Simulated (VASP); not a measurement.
# PbSe (Fm-3m) in VASP: further runs, part 2 of 2

VASP 6.6.1. The steps go on from the part before.

### Step 3. Single point, PBEsol

This run uses another cell than the first one, of 28.38 Å³/atom, 1.032 times its volume.

INCAR

```
PREC = Accurate ; ENCUT = 520
EDIFF = 1E-6 ; ISMEAR = -1
SIGMA = 0.02 ; LREAL = F
LASPH = T ; NELM = 60
ALGO = Normal ; ISIF = 2
LWAVE = F ; LCHARG = F
GGA = PS ; NBANDS = 17
```

KPOINTS

```
Automatic mesh
0
Gamma
  6 6 6
```

POSCAR

```
PbSe
1.0
    0.0000000000      3.0502969970      3.0502969970
    3.0502969970      0.0000000000      3.0502969970
    3.0502969970      3.0502969970      0.0000000000
Pb Se
1 1
Direct
    0.0000000000      0.0000000000      0.0000000000
    0.5000000000      0.5000000000      0.5000000000
```

Potentials or basis: VASP PAW PBE potentials, release 64 (Pb_d, Se).

Launch:

```
$ cat potpaw_PBE.64/Pb_d/POTCAR potpaw_PBE.64/Se/POTCAR > POTCAR
$ mpirun -np 1 vasp_std > vasp.out
```

OUTCAR:

```text
PREC = Accurate
   ENCUT = 520
   EDIFF = 1E-6
   ISMEAR = -1
   LREAL = F
   LASPH = T
   NELM = 60
   ISIF = 2
   GGA = PS

 ion  position               nearest neighbor table
   1  0.000  0.000  0.000-   2 3.05   2 3.05   2 3.05   2 3.05   2 3.05   2 3.05
   2  0.500  0.500  0.500-   1 3.05   1 3.05   1 3.05   1 3.05   1 3.05   1 3.05

  LATTYP: Found a face centered cubic cell.
 ALAT       =     6.1005939940

  Lattice vectors:

 A1 = (   0.0000000000,   3.0502969970,   3.0502969970)
 A2 = (   3.0502969970,   0.0000000000,   3.0502969970)
 A3 = (   3.0502969970,   3.0502969970,   0.0000000000)

Analysis of symmetry for initial positions (statically):
=====================================================================
 Subroutine PRICEL returns:
 Original cell was already a primitive cell.

 Routine SETGRP: Setting up the symmetry group for a
 face centered cubic supercell.

 Subroutine GETGRP returns: Found 48 space group operations
 (whereof 48 operations were pure point group operations)
 out of a pool of 48 trial point group operations.

The static configuration has the point symmetry O_h .

[... 146 lines left out ...]
  free energy    TOTEN  =        -8.92115206 eV

  energy without entropy =       -8.92104189  energy(sigma->0) =       -8.92109698

 E-fermi :   5.1276     XC(G=0):  -9.7670

 val. band max:        5.0427327540   @ k =   0.5000   0.0000   0.0000
 cond. band min:       5.2124406593   @ k =   0.5000   0.0000   0.0000
 fundamental gap:      0.1697079053
 Fermi energy:         5.1275867061

 k-point     1 :       0.0000    0.0000    0.0000
  band No.  band energies     occupation
      1     -11.7257      2.00000
      2     -11.7257      2.00000
      3     -11.7257      2.00000
      4     -11.7248      2.00000
      5     -11.7248      2.00000
      6      -8.6601      2.00000
[... 297 lines left out ...]
      4     -11.6956      2.00000
      5     -11.6780      2.00000
      6      -7.1450      2.00000
[... 9 lines left out ...]
     16      16.7084      0.00000
     17      17.6902      0.00000

------------------------ aborting loop because EDIFF is reached ----------------------------------------

  FORCE on cell =-STRESS in cart. coord.  units (eV):
  Direction    XX          YY          ZZ          XY          YZ          ZX
  --------------------------------------------------------------------------------------
  -------------------------------------------------------------------------------------
  Total       -0.0045253     -0.0045253     -0.0045253      0.0000000      0.0000000      0.0000000
  in kB       -0.1277319     -0.1277319     -0.1277319      0.0000000      0.0000000      0.0000000
  external PRESSURE =      -0.1277319 kB  Pullay stress =       0.0000000 kB

 VOLUME and BASIS-vectors are now :
 -----------------------------------------------------------------------------
  energy-cutoff  :      520.00
  volume of cell :       56.76
      direct lattice vectors                 reciprocal lattice vectors
     0.000000000  3.050296997  3.050296997    -0.163918464  0.163918464  0.163918464
     3.050296997  0.000000000  3.050296997     0.163918464 -0.163918464  0.163918464
     3.050296997  3.050296997  0.000000000     0.163918464  0.163918464 -0.163918464

 POSITION                                       TOTAL-FORCE (eV/Angst)
 -----------------------------------------------------------------------------------
      0.00000      0.00000      0.00000        -0.000000      0.000000      0.000000
      3.05030      3.05030      3.05030         0.000000     -0.000000     -0.000000
 -----------------------------------------------------------------------------------
    total drift:                                0.000000     -0.000000     -0.000000

  FREE ENERGIE OF THE ION-ELECTRON SYSTEM (eV)
  ---------------------------------------------------
  free  energy   TOTEN  =        -8.9211520633 eV

  energy  without entropy=       -8.9210418924  energy(sigma->0) =       -8.92109698
```

OSZICAR:

```text
N       E                     dE             d eps       ncg     rms          rms(c)
DAV:   1     0.155187735821E+03    0.15519E+03   -0.97637E+03   552   0.122E+03
DAV:   2     0.164584032918E+01   -0.15354E+03   -0.14779E+03   609   0.311E+02
DAV:   3    -0.893537118059E+01   -0.10581E+02   -0.10512E+02   712   0.865E+01
DAV:   4    -0.917100332456E+01   -0.23563E+00   -0.23553E+00   679   0.145E+01
DAV:   5    -0.917917993739E+01   -0.81766E-02   -0.81757E-02   730   0.253E+00    0.268E+00
DAV:   6    -0.892806629642E+01    0.25111E+00   -0.62077E-01   823   0.575E+00    0.152E+00
DAV:   7    -0.892083638136E+01    0.72299E-02   -0.97823E-02   686   0.158E+00    0.807E-01
DAV:   8    -0.892146674954E+01   -0.63037E-03   -0.98724E-03   673   0.107E+00    0.129E-01
DAV:   9    -0.892113187138E+01    0.33488E-03   -0.21548E-03   795   0.431E-01    0.434E-02
DAV:  10    -0.892115256283E+01   -0.20691E-04   -0.14255E-04   670   0.697E-02    0.149E-02
DAV:  11    -0.892115215340E+01    0.40944E-06   -0.23308E-05   755   0.472E-02    0.487E-03
DAV:  12    -0.892115206332E+01    0.90077E-07   -0.15226E-06   471   0.148E-02
   1 F= -.89211521E+01 E0= -.89210970E+01  d E =-.110171E-03
```

Wall time 7.7 s (1 thread of AMD EPYC 9R45 (Zen 5), shared host); peak memory 0.14 GiB.

Results:

* Free energy: -8.9212 eV
* Pressure: 0.0 GPa
* Band gap on the k mesh: 0.17 eV, direct

Caveat: the PAW data sets were made with another functional, which shifts forces and pressure a little; spin-orbit coupling is left out, which moves the levels of the heavy elements. A k mesh can miss the band edges.

### Step 4. Single point, r2SCAN

This run uses another cell than the first one, of 29.47 Å³/atom, 1.072 times its volume.

POSCAR

```
PbSe
1.0
    0.0000000000      3.0887022216      3.0887022216
    3.0887022216      0.0000000000      3.0887022216
    3.0887022216      3.0887022216      0.0000000000
Pb Se
1 1
Direct
    0.0000000000      0.0000000000      0.0000000000
    0.5000000000      0.5000000000      0.5000000000
```

INCAR.step1

```
PREC = Accurate
ENCUT = 520
ISMEAR = -1
SIGMA = 0.02
LREAL = False
LASPH = True
NELM = 60
NBANDS = 17
GGA = PE
ALGO = Normal
EDIFF = 1E-4
LWAVE = True
LCHARG = False
```

INCAR.step2

```
PREC = Accurate
ENCUT = 520
EDIFF = 1E-6
ISMEAR = -1
SIGMA = 0.02
LREAL = False
LASPH = True
NELM = 60
ALGO = Normal
ISIF = 2
LWAVE = False
LCHARG = True
METAGGA = R2SCAN
LMIXTAU = True
LELF = True
LVHAR = True
NBANDS = 17
ISTART = 1
```

KPOINTS

```
regular mesh
0
Gamma
  6 6 6
```

Potentials or basis: VASP PAW PBE potentials, release 64 (Pb_d, Se).

Launch:

```
$ cat potpaw_PBE.64/Pb_d/POTCAR potpaw_PBE.64/Se/POTCAR > POTCAR
$ cp INCAR.step1 INCAR
$ mpirun -np 1 vasp_std > vasp.out
$ cp INCAR.step2 INCAR
$ mpirun -np 1 vasp_std > vasp.out
```

OUTCAR:

```text
PREC = Accurate
   ENCUT = 520
   EDIFF = 1E-6
   ISMEAR = -1
   LREAL = False
   LASPH = True
   NELM = 60
   ISIF = 2
   METAGGA = R2SCAN
   ISTART = 1

 ion  position               nearest neighbor table
   1  0.000  0.000  0.000-   2 3.09   2 3.09   2 3.09   2 3.09   2 3.09   2 3.09
   2  0.500  0.500  0.500-   1 3.09   1 3.09   1 3.09   1 3.09   1 3.09   1 3.09

  LATTYP: Found a face centered cubic cell.
 ALAT       =     6.1774044432

  Lattice vectors:

 A1 = (   0.0000000000,   3.0887022216,   3.0887022216)
 A2 = (   3.0887022216,   0.0000000000,   3.0887022216)
 A3 = (   3.0887022216,   3.0887022216,   0.0000000000)

Analysis of symmetry for initial positions (statically):
=====================================================================
 Subroutine PRICEL returns:
 Original cell was already a primitive cell.

 Routine SETGRP: Setting up the symmetry group for a
 face centered cubic supercell.

 Subroutine GETGRP returns: Found 48 space group operations
 (whereof 48 operations were pure point group operations)
 out of a pool of 48 trial point group operations.

The static configuration has the point symmetry O_h .

Analysis of symmetry for dynamics (positions and initial velocities):
=====================================================================
 Subroutine PRICEL returns:
 Original cell was already a primitive cell.

 Routine SETGRP: Setting up the symmetry group for a
 face centered cubic supercell.

 Subroutine GETGRP returns: Found 48 space group operations
 (whereof 48 operations were pure point group operations)
 out of a pool of 48 trial point group operations.

The dynamic configuration has the point symmetry O_h .

 Subroutine INISYM returns: Found 48 space group operations
 (whereof 48 operations are pure point group operations),
[... 99 lines left out ...]
   NUPDOWN=      -1.0000    fix difference up-down
   EMIN   =  10.00;   EMAX   =-10.00  energy-range for DOS
   EFERMI =   0.00;   METHOD = LEGACY
   ISMEAR =    -1;   SIGMA  =   0.02  broadening in eV -4-tet -1-fermi 0-gaus
   EFERMI_NEDOS =   21; number of points for ismear=-14 and -15
   IALGO  =     38    algorithm
   IMIX   =      4    mixing-type and parameters
     AMIX     =   0.40;   BMIX     =  1.00
     AMIX_MAG =   1.60;   BMIX_MAG =  1.00
  volume/ion in A,a.u.               =      29.47       198.85
  Fermi-wavevector in a.u.,A,eV,Ry     =   1.141911  2.157898 17.741452  1.303960
  Thomas-Fermi vector in A             =   2.278610
   LORBIT       =      0    0 simple, 1 ext, 2 COOP (PROOUT), +10 PAW based schemes
   METAGGA = R2SCAN    functional components
   LHFCALC =     F    Hartree Fock is set to
   AEXX    =    0.0000 exact exchange contribution
   IVDW    =     0    specifies the selected vdW correction
   LEPSILON=     F    determine dielectric tensor
   LRPA    =     F    only Hartree local field effects (RPA)
 non-spin polarized calculation
  energy-cutoff  :      520.00
  volume of cell :       58.93
 maximum number of plane-waves:      1600
   NGX = 17   NGY = 17   NGZ = 17

 number of electron      19.9999993 magnetization

 Free energy of the ion-electron system (eV)
  ---------------------------------------------------
  ext. energy  EPLUGINS =         0.00000000
  ---------------------------------------------------
  free energy    TOTEN  =       -71.94114639 eV

  energy without entropy =      -71.94114638  energy(sigma->0) =      -71.94114639

 E-fermi :   4.8903     XC(G=0):  -9.9335

 val. band max:        4.5545372063   @ k =   0.5000   0.0000   0.0000
 cond. band min:       5.2257573645   @ k =   0.5000   0.0000   0.0000
 fundamental gap:      0.6712201582
 Fermi energy:         4.8903380031

 k-point     1 :       0.0000    0.0000    0.0000
  band No.  band energies     occupation
      1     -12.8456      2.00000
      2     -12.8456      2.00000
      3     -12.8456      2.00000
      4     -12.8410      2.00000
      5     -12.8410      2.00000
      6      -9.3354      2.00000
[... 297 lines left out ...]
      4     -12.8202      2.00000
      5     -12.8057      2.00000
      6      -7.9222      2.00000
[... 9 lines left out ...]
     16      16.7840      0.00000
     17      17.7577      0.00000

------------------------ aborting loop because EDIFF is reached ----------------------------------------

  FORCE on cell =-STRESS in cart. coord.  units (eV):
  Direction    XX          YY          ZZ          XY          YZ          ZX
  --------------------------------------------------------------------------------------
  -------------------------------------------------------------------------------------
  Total       -0.0002947     -0.0002947     -0.0002947      0.0000000      0.0000000     -0.0000000
  in kB       -0.0080128     -0.0080128     -0.0080128      0.0000000      0.0000000     -0.0000000
  external PRESSURE =      -0.0080128 kB  Pullay stress =       0.0000000 kB

 VOLUME and BASIS-vectors are now :
 -----------------------------------------------------------------------------
  energy-cutoff  :      520.00
  volume of cell :       58.93
      direct lattice vectors                 reciprocal lattice vectors
     0.000000000  3.088702222  3.088702222    -0.161880286  0.161880286  0.161880286
     3.088702222  0.000000000  3.088702222     0.161880286 -0.161880286  0.161880286
     3.088702222  3.088702222  0.000000000     0.161880286  0.161880286 -0.161880286

 POSITION                                       TOTAL-FORCE (eV/Angst)
 -----------------------------------------------------------------------------------
      0.00000      0.00000      0.00000         0.000000      0.000000     -0.000000
      3.08870      3.08870      3.08870        -0.000000     -0.000000      0.000000
 -----------------------------------------------------------------------------------
    total drift:                                0.000000     -0.000000     -0.000000

  FREE ENERGIE OF THE ION-ELECTRON SYSTEM (eV)
  ---------------------------------------------------
  free  energy   TOTEN  =       -71.9411463857 eV

  energy  without entropy=      -71.9411463843  energy(sigma->0) =      -71.94114639
```

OUTCAR.step1:

```text
PREC = Accurate
   ENCUT = 520
   ISMEAR = -1
   LREAL = False
   LASPH = True
[... 529 lines left out ...]
      0.00000      0.00000      0.00000        -0.000000      0.000000     -0.000000
      3.08870      3.08870      3.08870         0.000000      0.000000      0.000000
 -----------------------------------------------------------------------------------
    total drift:                                0.000000     -0.000000     -0.000000

  FREE ENERGIE OF THE ION-ELECTRON SYSTEM (eV)
  ---------------------------------------------------
  free  energy   TOTEN  =        -8.1977549394 eV

  energy  without entropy=       -8.1977537279  energy(sigma->0) =       -8.19775433
```

Run time: 32 s. Hardware: 1 thread of AMD EPYC 9R45 (Zen 5), shared host; peak memory 0.16 GiB.

Results:

```
Free energy            : -71.9411 eV
Pressure               : 0.0 GPa
Band gap on the k mesh : 0.67 eV, direct
```

Caveat: the PAW data sets were made with another functional, which shifts forces and pressure a little; spin-orbit coupling is left out, which moves the levels of the heavy elements.

### Step 5. Single point, PBE

This run uses another cell than the first one, of 29.47 Å³/atom, 1.072 times its volume.

INCAR

```
SYSTEM = PbSe
PREC = Accurate ; ENCUT = 520
EDIFF = 1E-6 ; ISMEAR = -1
SIGMA = 0.02 ; LREAL = .FALSE.
LASPH = .TRUE. ; NELM = 100
ALGO = Normal ; ISIF = 2
LWAVE = .FALSE. ; LCHARG = .FALSE.
GGA = PE ; NBANDS = 17
```

KPOINTS

```
Automatic mesh
0
G
  8 8 8
  0 0 0
```

POSCAR is that of step 4.

Launch:

```
$ cat potpaw_PBE.64/Pb_d/POTCAR potpaw_PBE.64/Se/POTCAR > POTCAR
$ mpirun -np 1 vasp_std > vasp.out
```

It took 14 s on 1 thread of AMD EPYC 9R45 (Zen 5), shared host; peak memory 0.15 GiB.

It converged, with:

```
Free energy            : -8.1952 eV
Pressure               : 0.9 GPa
Band gap on the k mesh : 0.38 eV, direct
```

Levels at points of the mesh, in eV from the valence-band top:
| k point | band 8 | band 9 | band 10 | band 11 | band 12 | band 13 |
| --- | --- | --- | --- | --- | --- | --- |
| (0.00, 0.00, 0.00) | -1.73 | -1.73 | -1.73 | 4.67 | 4.67 | 4.67 |
| (0.50, 0.00, 0.00) | -1.35 | -1.35 | 0.00 | 0.38 | 1.78 | 1.78 |
| (0.50, 0.50, 0.00) | -4.74 | -3.04 | -3.04 | 3.83 | 5.53 | 5.53 |

Caveat: spin-orbit coupling is left out, which moves the levels of the heavy elements.

### Step 6. Overview

```csv
level,potentials or basis,cell,k mesh,gap on the mesh (eV),pressure (GPa)
LDA,"VASP PAW LDA potentials, release 64 (Pb_d, Se)","a = 4.269 Å, angles 60.0°, 2 atoms",6 × 6 × 6,0.02,0.1
PBEsol,"VASP PAW PBE potentials, release 64 (Pb_d, Se)","a = 4.314 Å, angles 60.0°, 2 atoms",6 × 6 × 6,0.17,0.0
r2SCAN,"VASP PAW PBE potentials, release 64 (Pb_d, Se)","a = 4.368 Å, angles 60.0°, 2 atoms",6 × 6 × 6,0.67,0.0
PBE,"VASP PAW PBE potentials, release 64 (Pb_d, Se)","a = 4.368 Å, angles 60.0°, 2 atoms",8 × 8 × 8,0.38,0.9
```

Alike in all rows: task single point; no spin polarisation; cutoff (eV) 520; smearing fermi-dirac 0.02 eV.

Caveats: spin-orbit coupling is left out, which moves the levels of the heavy elements; the PAW data sets were made with another functional, which shifts forces and pressure a little (some runs).

Absolute energies hang on the potentials; compare differences alone.
